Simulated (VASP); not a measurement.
# Cr (P6_3/mmc) in VASP: further runs

Runs on Cr. Level: PBE. Tasks: single point.

Everything below comes from runs of VASP 6.6.1. Logs are shortened: lines on timing, memory, paths and dates and some standing lists are left out, and cuts for length are marked.

### 1 The cell of the first run

The structure is hexagonal, space group P6_3/mmc (No. 194). The conventional cell has a = 2.456 Å, b = 2.456 Å, c = 4.385 Å, α = 90.00°, β = 90.00°, γ = 120.00°. Cr (site symmetry -6m2) has 12 Cr at 2.46 to 2.61 Å within 3.2 Å.

This isn't the form of Cr at room conditions, which is bcc.

### 2 Single point, PBE (11.45 Å³/atom)

File INCAR:

```
  PREC = Accurate
  ENCUT = 520
  EDIFF = 1E-6
  ISMEAR = -1
  SIGMA = 0.1
  LREAL = False
  LASPH = True
  NELM = 80
  ALGO = Normal
  ISIF = 2
  LWAVE = False
  LCHARG = True
  GGA = PE
  LELF = True
  LVHAR = True
  NBANDS = 19
```

File KPOINTS:

```
regular mesh
0
Gamma
  24 24 12
```

File POSCAR:

```
Cr
1.0
    2.4558865394      0.0000000000      0.0000000000
   -1.2279432697      2.1268601319      0.0000000000
    0.0000000000      0.0000000000      4.3849609816
Cr
2
Direct
    0.3333333333      0.6666666667      0.2500000000
    0.6666666667      0.3333333333      0.7500000000
```

Potentials or basis: VASP PAW PBE potentials, release 64 (Cr_pv).

The run is started by

```
$ cat potpaw_PBE.64/Cr_pv/POTCAR > POTCAR
$ mpirun -np 1 vasp_std > vasp.out
```

OUTCAR:

```text
PREC = Accurate
   ENCUT = 520
   EDIFF = 1E-6
   ISMEAR = -1
   LREAL = False
   LASPH = True
   NELM = 80
   ISIF = 2
   GGA = PE

 ion  position               nearest neighbor table
   1  0.333  0.667  0.250-   2 2.61   2 2.61   2 2.61   2 2.61   2 2.61   2 2.61
   2  0.667  0.333  0.750-   1 2.61   1 2.61   1 2.61   1 2.61   1 2.61   1 2.61

  LATTYP: Found a hexagonal cell.
 ALAT       =     2.4558865394
 C/A-ratio  =     1.7854900506

  Lattice vectors:

 A1 = (   2.4558865394,   0.0000000000,   0.0000000000)
 A2 = (  -1.2279432697,   2.1268601319,   0.0000000000)
 A3 = (   0.0000000000,   0.0000000000,   4.3849609816)

Analysis of symmetry for initial positions (statically):
=====================================================================
 Subroutine PRICEL returns:
 Original cell was already a primitive cell.

 Routine SETGRP: Setting up the symmetry group for a
 hexagonal supercell.

 Subroutine GETGRP returns: Found 24 space group operations
 (whereof 12 operations were pure point group operations)
 out of a pool of 24 trial point group operations.

The static configuration has the point symmetry D_3d.
 The point group associated with its full space group is D_6h.

Analysis of symmetry for dynamics (positions and initial velocities):
=====================================================================
 Subroutine PRICEL returns:
 Original cell was already a primitive cell.

 Routine SETGRP: Setting up the symmetry group for a
 hexagonal supercell.

 Subroutine GETGRP returns: Found 24 space group operations
 (whereof 12 operations were pure point group operations)
 out of a pool of 24 trial point group operations.

The dynamic configuration has the point symmetry D_3d.
 The point group associated with its full space group is D_6h.

 Subroutine INISYM returns: Found 24 space group operations
 (whereof 12 operations are pure point group operations),
 and found     1 'primitive' translations

----------------------------------------------------------------------------------------

                                     Primitive cell

  volume of cell :      22.9041

  direct lattice vectors                    reciprocal lattice vectors
     2.455886539  0.000000000  0.000000000     0.407184935  0.235088332  0.000000000
    -1.227943270  2.126860132  0.000000000     0.000000000  0.470176663  0.000000000
     0.000000000  0.000000000  4.384960982     0.000000000  0.000000000  0.228052200

  length of vectors
     2.455886539  2.455886539  4.384960982     0.470176663  0.470176663  0.228052200

  position of ions in fractional coordinates (direct lattice)
     0.333333333  0.666666667  0.250000000
     0.666666667  0.333333333  0.750000000

  ion indices of the primitive-cell ions
   primitive index   ion index
                 1           1
                 2           2

----------------------------------------------------------------------------------------

 KPOINTS: regular mesh

Automatic generation of k-mesh.
 Grid dimensions read from file:
 generate k-points for:   24   24   12

 Generating k-lattice:

  Cartesian coordinates                     Fractional coordinates (reciprocal lattice)
     0.016966039  0.009795347  0.000000000     0.041666667  0.000000000  0.000000000
     0.000000000  0.019590694  0.000000000     0.000000000  0.041666667  0.000000000
     0.000000000  0.000000000  0.019004350     0.000000000  0.000000000  0.083333333

  Length of vectors
     0.019590694  0.019590694  0.019004350

  Shift w.r.t. Gamma in fractional coordinates (k-lattice)
     0.000000000  0.000000000  0.000000000

 Subroutine IBZKPT returns following result:
 ===========================================

 Found    427 irreducible k-points:

 Following reciprocal coordinates:
            Coordinates               Weight
  0.000000  0.000000  0.000000      1.000000
  0.041667 -0.000000  0.000000      6.000000
  0.083333  0.000000  0.000000      6.000000
  0.125000  0.000000  0.000000      6.000000
  0.166667  0.000000  0.000000      6.000000
  0.208333  0.000000  0.000000      6.000000
[... 16 lines left out ...]
  0.416667  0.041667  0.000000     12.000000
  0.458333  0.041667  0.000000     12.000000
 [... further k-points ...]
   k-points           NKPTS =    427   k-points in BZ     NKDIM =    427   number of bands    NBANDS=     19
   number of dos      NEDOS =    301   number of ions     NIONS =      2
   total plane-waves  NPLWV =  11664
   dimension x,y,z NGX =    18 NGY =   18 NGZ =   36
   dimension x,y,z NGXF=    36 NGYF=   36 NGZF=   72
   ions per type =               2
   NGX,Y,Z   is equivalent  to a cutoff of  12.18, 12.18, 13.65 a.u.
   NGXF,Y,Z  is equivalent  to a cutoff of  24.37, 24.37, 27.30 a.u.
 SYSTEM =  unknown system
   PREC   = accura    normal or accurate (medium, high low for compatibility)
   ISTART =      0    job   : 0-new  1-cont  2-samecut
   ICHARG =      2    charge: 1-file 2-atom 10-const
   ISPIN  =      1    spin polarized calculation?
   LNONCOLLINEAR =      F non collinear calculations
   LSORBIT =      F    spin-orbit coupling
   LASPH  =      T    aspherical Exc in radial PAW
   ENCUT  =  520.0 eV  38.22 Ry    6.18 a.u.   4.57  4.57  8.15*2*pi/ulx,y,z
   NELM   =     80;   NELMIN=  2; NELMDL= -5     # of ELM steps
   EDIFF  = 0.1E-05   stopping-criterion for ELM
   LREAL  =      F    real-space projection
   EDIFFG = 0.1E-04   stopping-criterion for IOM
   NSW    =      0    number of steps for IOM
   IBRION =     -1    ionic relax: 0-MD 1-quasi-New 2-CG
   NFREE  =      0    steps in history (QN), initial steepest desc. (CG)
   ISIF   =      2    stress and relaxation
   ISYM   =      2    0-nonsym 1-usesym 2-fastsym
   POTIM  = 0.5000    time-step for ionic-motion
   TEBEG  =    0.0;   TEEND  =   0.0 temperature during run
   PSTRESS=    0.0 pullay stress
   NELECT =      24.0000    total number of electrons
   NUPDOWN=      -1.0000    fix difference up-down
   EMIN   =  10.00;   EMAX   =-10.00  energy-range for DOS
   EFERMI =   0.00;   METHOD = LEGACY
   ISMEAR =    -1;   SIGMA  =   0.10  broadening in eV -4-tet -1-fermi 0-gaus
   EFERMI_NEDOS =   21; number of points for ismear=-14 and -15
   IALGO  =     38    algorithm
   IMIX   =      4    mixing-type and parameters
     AMIX     =   0.40;   BMIX     =  1.00
     AMIX_MAG =   1.60;   BMIX_MAG =  1.00
  volume/ion in A,a.u.               =      11.45        77.28
  Fermi-wavevector in a.u.,A,eV,Ry     =   1.662803  3.142243 37.618958  2.764915
  Thomas-Fermi vector in A             =   2.749631
   LORBIT       =      0    0 simple, 1 ext, 2 COOP (PROOUT), +10 PAW based schemes
   GGA     = PE    functional components
   LHFCALC =     F    Hartree Fock is set to
   AEXX    =    0.0000 exact exchange contribution
   IVDW    =     0    specifies the selected vdW correction
   LEPSILON=     F    determine dielectric tensor
   LRPA    =     F    only Hartree local field effects (RPA)
 non-spin polarized calculation
  energy-cutoff  :      520.00
  volume of cell :       22.90
 maximum number of plane-waves:       635
   NGX =  9   NGY =  9   NGZ = 17

 number of electron      23.9999992 magnetization

 Free energy of the ion-electron system (eV)
  ---------------------------------------------------
  ext. energy  EPLUGINS =         0.00000000
  ---------------------------------------------------
  free energy    TOTEN  =       -18.24851030 eV

  energy without entropy =      -18.14721623  energy(sigma->0) =      -18.19786327

 E-fermi :  10.9349     XC(G=0): -13.6996

 val. band max:       10.9340666356   @ k =   0.2500   0.1667   0.0000
 cond. band min:      10.9374227130   @ k =   0.3333   0.1250   0.4167
 fundamental gap:      0.0033560774
 Fermi energy:        10.9349094403

 k-point     1 :       0.0000    0.0000    0.0000
  band No.  band energies     occupation
      1     -32.3567      2.00000
      2     -31.5944      2.00000
      3     -31.4359      2.00000
      4     -31.4359      2.00000
      5     -31.3634      2.00000
      6     -31.3634      2.00000
[... 11 lines left out ...]
     18      13.2339      0.00000
     19      18.4224      0.00000

 k-point     2 :       0.0417   -0.0000    0.0000
  band No.  band energies     occupation
      1     -32.3513      2.00000
      2     -31.5949      2.00000
      3     -31.4523      2.00000
      4     -31.4404      2.00000
      5     -31.3802      2.00000
      6     -31.3664      2.00000
[... 11 lines left out ...]
     18      13.4572      0.00000
     19      18.4223      0.00000

 k-point     3 :       0.0833    0.0000    0.0000
  band No.  band energies     occupation
      1     -32.3352      2.00000
      2     -31.5965      2.00000
      3     -31.5003      2.00000
      4     -31.4533      2.00000
      5     -31.4290      2.00000
      6     -31.3750      2.00000
[... 11 lines left out ...]
     18      13.9945      0.00000
     19      18.4224      0.00000

 k-point     4 :       0.1250    0.0000    0.0000
  band No.  band energies     occupation
      1     -32.3092      2.00000
      2     -31.5995      2.00000
      3     -31.5767      2.00000
      4     -31.5059      2.00000
      5     -31.4737      2.00000
      6     -31.3891      2.00000
[... 11 lines left out ...]
     18      14.6874      0.00000
     19      18.4225      0.00000

 k-point     5 :       0.1667    0.0000    0.0000
  band No.  band energies     occupation
      1     -32.2744      2.00000
      2     -31.6763      2.00000
      3     -31.6046      2.00000
      4     -31.6042      2.00000
      5     -31.4998      2.00000
      6     -31.4076      2.00000
[... 11 lines left out ...]
     18      15.4645      0.00000
     19      18.4226      0.00000
[... 334 lines left out ...]
      2     -32.1079      2.00000
      3     -32.0549      2.00000
      4     -31.6600      2.00000
      5     -31.6425      2.00000
      6     -31.5193      2.00000
[... 11 lines left out ...]
     18      18.4271      0.00000
     19      18.4324      0.00000

 k-point    22 :       0.3750    0.0417    0.0000
  band No.  band energies     occupation
      1     -32.2884      2.00000
      2     -32.1868      2.00000
      3     -32.0086      2.00000
      4     -31.6794      2.00000
      5     -31.6653      2.00000
      6     -31.5371      2.00000
[... 11 lines left out ...]
     18      18.4284      0.00000
     19      18.4312      0.00000

 k-point    23 :       0.4167    0.0417    0.0000
  band No.  band energies     occupation
      1     -32.3486      2.00000
      2     -32.2422      2.00000
      3     -31.9712      2.00000
      4     -31.6977      2.00000
      5     -31.6814      2.00000
      6     -31.5497      2.00000
[... 11 lines left out ...]
     18      18.2636      0.00000
     19      18.4373      0.00000

 k-point    24 :       0.4583    0.0417    0.0000
  band No.  band energies     occupation
      1     -32.3797      2.00000
      2     -32.2707      2.00000
      3     -31.9493      2.00000
      4     -31.7096      2.00000
      5     -31.6896      2.00000
      6     -31.5562      2.00000
[... 11 lines left out ...]
     18      17.5164      0.00000
     19      18.4319      0.00000

 [... further k-points ...]

------------------------ aborting loop because EDIFF is reached ----------------------------------------

  FORCE on cell =-STRESS in cart. coord.  units (eV):
  Direction    XX          YY          ZZ          XY          YZ          ZX
  --------------------------------------------------------------------------------------
  -------------------------------------------------------------------------------------
  Total        1.4700354      1.4700354      1.3271971      0.0000000      0.0000000      0.0000000
  in kB      102.8313236    102.8313236     92.8395552      0.0000000      0.0000000      0.0000000
  external PRESSURE =      99.5007342 kB  Pullay stress =       0.0000000 kB

 VOLUME and BASIS-vectors are now :
 -----------------------------------------------------------------------------
  energy-cutoff  :      520.00
  volume of cell :       22.90
      direct lattice vectors                 reciprocal lattice vectors
     2.455886539  0.000000000  0.000000000     0.407184935  0.235088332  0.000000000
    -1.227943270  2.126860132  0.000000000     0.000000000  0.470176663  0.000000000
     0.000000000  0.000000000  4.384960982     0.000000000  0.000000000  0.228052200

 POSITION                                       TOTAL-FORCE (eV/Angst)
 -----------------------------------------------------------------------------------
     -0.00000      1.41791      1.09624        -0.000000      0.000000      0.000000
      1.22794      0.70895      3.28872         0.000000     -0.000000      0.000000
 -----------------------------------------------------------------------------------
    total drift:                                0.000000     -0.000000      0.000000

  FREE ENERGIE OF THE ION-ELECTRON SYSTEM (eV)
  ---------------------------------------------------
  free  energy   TOTEN  =       -18.2485102964 eV

  energy  without entropy=      -18.1472162341  energy(sigma->0) =      -18.19786327
```

It took 3.8 min on 1 thread of Intel Xeon 8259CL, shared host; peak memory 0.26 GiB.

Results:

```
Free energy            : -18.2485 eV
Pressure               : 10.0 GPa
Band gap on the k mesh : zero (bands 12 and 13 overlap by 1.36 eV)
```

Caveat: the cell stands under pressure; the run has no spin polarisation, though such a crystal can be magnetic.

### 3 Single point, PBE (11.93 Å³/atom)

This run uses another cell than the first one, of 11.93 Å³/atom.

File INCAR:

```
SYSTEM = Cr
PREC = Accurate
ENCUT = 520
EDIFF = 1E-7
ISMEAR = -1
SIGMA = 0.1
LREAL = .False.
LASPH = .True.
NELM = 60
ALGO = Normal
ISIF = 2
LWAVE = .False.
LCHARG = .False.
GGA = PE
NBANDS = 19
```

File KPOINTS:

```
Automatic mesh
0
Gamma
  24 24 12
  0 0 0
```

File POSCAR:

```
Cr
1.0
    2.4895330018      0.0000000000      0.0000000000
   -1.2447665009      2.1559988231      0.0000000000
    0.0000000000      0.0000000000      4.4450364054
Cr
2
Direct
    0.3333333333      0.6666666667      0.2500000000
    0.6666666667      0.3333333333      0.7500000000
```

Potentials or basis: VASP PAW PBE potentials, release 64 (Cr_pv).

The run is started by

```
$ cat potpaw_PBE.64/Cr_pv/POTCAR > POTCAR
$ mpirun -np 1 vasp_std > vasp.out
```

Run time: 4.4 min. Hardware: 1 thread of Intel Xeon 8259CL, shared host; peak memory 0.27 GiB.

Results (log left out):

```
Free energy            : -18.2763 eV
Pressure               : -0.4 GPa
Band gap on the k mesh : zero (bands 12 and 13 overlap by 1.26 eV)
```

Levels at points of the mesh, in eV from the Fermi level:
| k point | band 10 | band 11 | band 12 | band 13 | band 14 | band 15 |
| --- | --- | --- | --- | --- | --- | --- |
| (0.00, 0.00, 0.00) | -0.35 | -0.35 | -0.23 | -0.02 | -0.02 | 1.06 |
| (0.50, 0.00, 0.00) | -0.92 | -0.60 | -0.28 | -0.15 | 2.29 | 2.80 |
| (0.00, 0.00, 0.50) | -1.59 | -0.33 | -0.33 | -0.33 | -0.33 | 1.78 |
| (0.50, 0.00, 0.50) | -2.45 | 0.93 | 0.93 | 1.27 | 1.27 | 2.87 |

Caveat: the run has no spin polarisation, though such a crystal can be magnetic.

### 4 Single point, PBE (12.41 Å³/atom)

This run uses another cell than the first one, of 12.41 Å³/atom.

File INCAR:

```
SYSTEM = Cr
PREC = Accurate
ENCUT = 520
EDIFF = 1E-7
ISMEAR = -1
SIGMA = 0.1
LREAL = .FALSE.
LASPH = .TRUE.
NELM = 100
ALGO = Normal
ISIF = 2
LWAVE = .FALSE.
LCHARG = .TRUE.
GGA = PE
LELF = .TRUE.
LVHAR = .TRUE.
NBANDS = 19
```

File KPOINTS:

```
regular mesh
0
G
  24 24 12
  0 0 0
```

File POSCAR:

```
Cr
1.0
    2.5222937719      0.0000000000      0.0000000000
   -1.2611468859      2.1843704823      0.0000000000
    0.0000000000      0.0000000000      4.5035304345
Cr
2
Direct
    0.3333333333      0.6666666667      0.2500000000
    0.6666666667      0.3333333333      0.7500000000
```

The run is started by

```
$ cat potpaw_PBE.64/Cr_pv/POTCAR > POTCAR
$ mpirun -np 1 vasp_std > vasp.out
```

Wall time 4.4 min (1 thread of Intel Xeon 8259CL, shared host); peak memory 0.27 GiB.

Results (log left out):

- Free energy: -18.2481 eV
- Pressure: -8.8 GPa
- Band gap on the k mesh: zero (bands 12 and 13 overlap by 1.20 eV)

Stress tensor (GPa, compression positive):
```
-9.15  0.00  0.00
 0.00 -9.15  0.00
 0.00  0.00 -8.24
```

Levels at points of the mesh, in eV from the Fermi level:
| k point | band 9 | band 10 | band 11 | band 12 | band 13 | band 14 | band 15 | band 16 |
| --- | --- | --- | --- | --- | --- | --- | --- | --- |
| (0.00, 0.00, 0.00) | -1.12 | -0.32 | -0.32 | -0.27 | -0.01 | -0.01 | 1.01 | 1.01 |
| (0.50, 0.00, 0.00) | -3.19 | -0.87 | -0.61 | -0.27 | -0.13 | 2.16 | 2.65 | 2.77 |
| (0.00, 0.00, 0.50) | -1.51 | -1.51 | -0.30 | -0.30 | -0.30 | -0.30 | 1.69 | 1.69 |
| (0.50, 0.00, 0.50) | -2.31 | -2.31 | 0.89 | 0.89 | 1.20 | 1.20 | 2.72 | 2.72 |

Caveat: the cell stands under tension; the run has no spin polarisation, though such a crystal can be magnetic.

### 5 Single point, PBE, collinear spin, antiferromagnetic start

This run uses another cell than the first one, of 11.92 Å³/atom.

File INCAR:

```
PREC = Accurate ; ENCUT = 520
EDIFF = 1E-6 ; ISMEAR = -1
SIGMA = 0.05 ; LREAL = F
LASPH = T ; NELM = 150
ALGO = Normal ; ISIF = 2
LWAVE = F ; LCHARG = T
ISPIN = 2 ; MAGMOM = 1.5 -1.5
LORBIT = 11 ; LMAXMIX = 4
GGA = PE ; LELF = T
LVHAR = T ; NBANDS = 23
```

File KPOINTS:

```
regular mesh
0
Gamma
  24 24 12
```

File POSCAR:

```
Cr
1.0
    2.4857407012      0.0000000000      0.0000000000
   -1.2428703506      2.1527145944      0.0000000000
    0.0000000000      0.0000000000      4.4539797983
Cr
2
Direct
    0.3333333333      0.6666666667      0.2500000000
    0.6666666667      0.3333333333      0.7500000000
```

The run is started by

```
$ cat potpaw_PBE.64/Cr_pv/POTCAR > POTCAR
$ mpirun -np 1 vasp_std > vasp.out
```

Wall time 4.4 min (1 thread of Intel Xeon Platinum 8488C (Sapphire Rapids), shared host); peak memory 0.39 GiB.

Results (log left out):

| Property | Result |
| --- | --- |
| Free energy | -18.2371 eV |
| Pressure | -0.4 GPa |
| Band gap on the k mesh | zero (filled and empty bands overlap) |
| Net moment | 0.00 μB per cell |
| Valence electrons inside the program's atomic spheres | Cr 11.02 |

Stress tensor (GPa, compression positive):
```
-0.48  0.00  0.00
 0.00 -0.48  0.00
 0.00  0.00 -0.29
```

Levels at points of the mesh, in eV from the Fermi level:
Spin up:
```csv
k point,band 9,band 10,band 11,band 12,band 13,band 14,band 15,band 16
"(0.00, 0.00, 0.00)",-1.22,-0.35,-0.35,-0.27,-0.02,-0.02,1.07,1.07
"(0.50, 0.00, 0.00)",-3.38,-0.94,-0.59,-0.30,-0.14,2.28,2.81,2.93
"(0.00, 0.00, 0.50)",-1.61,-1.61,-0.33,-0.33,-0.32,-0.32,1.78,1.78
"(0.50, 0.00, 0.50)",-2.46,-2.46,0.94,0.94,1.28,1.28,2.88,2.88
```
Spin down:
| k point | band 10 | band 11 | band 12 | band 13 | band 14 | band 15 |
| --- | --- | --- | --- | --- | --- | --- |
| (0.00, 0.00, 0.00) | -0.35 | -0.35 | -0.27 | -0.02 | -0.02 | 1.07 |
| (0.50, 0.00, 0.00) | -0.94 | -0.59 | -0.30 | -0.14 | 2.28 | 2.81 |
| (0.00, 0.00, 0.50) | -1.61 | -0.33 | -0.33 | -0.32 | -0.32 | 1.78 |
| (0.50, 0.00, 0.50) | -2.46 | 0.94 | 0.94 | 1.28 | 1.28 | 2.88 |

Caveat: an empty level that is flat over the whole mesh can mark a ghost state of the potentials, or a narrow d or f band; the moments typed at the start vanished in this run.

### 6 Summary

```csv
cell,gap on the mesh (eV),pressure (GPa)
"a = 2.456, b = 2.456, c = 4.385 Å, angles 90.0, 90.0, 120.0°, 2 atoms",none,10.0
"a = 2.490, b = 2.490, c = 4.445 Å, angles 90.0, 90.0, 120.0°, 2 atoms",none,-0.4
"a = 2.522, b = 2.522, c = 4.504 Å, angles 90.0, 90.0, 120.0°, 2 atoms",none,-8.8
```

Alike in all rows: task single point; level PBE; potentials or basis VASP PAW PBE potentials, release 64 (Cr_pv); no spin polarisation; k mesh 24 × 24 × 12; cutoff (eV) 520; smearing fermi-dirac 0.1 eV.

Caveats: the run has no spin polarisation, though such a crystal can be magnetic; the cell stands under pressure (at least some runs); the cell stands under tension (at least some runs).

Absolute energies hang on the potentials; compare differences alone.
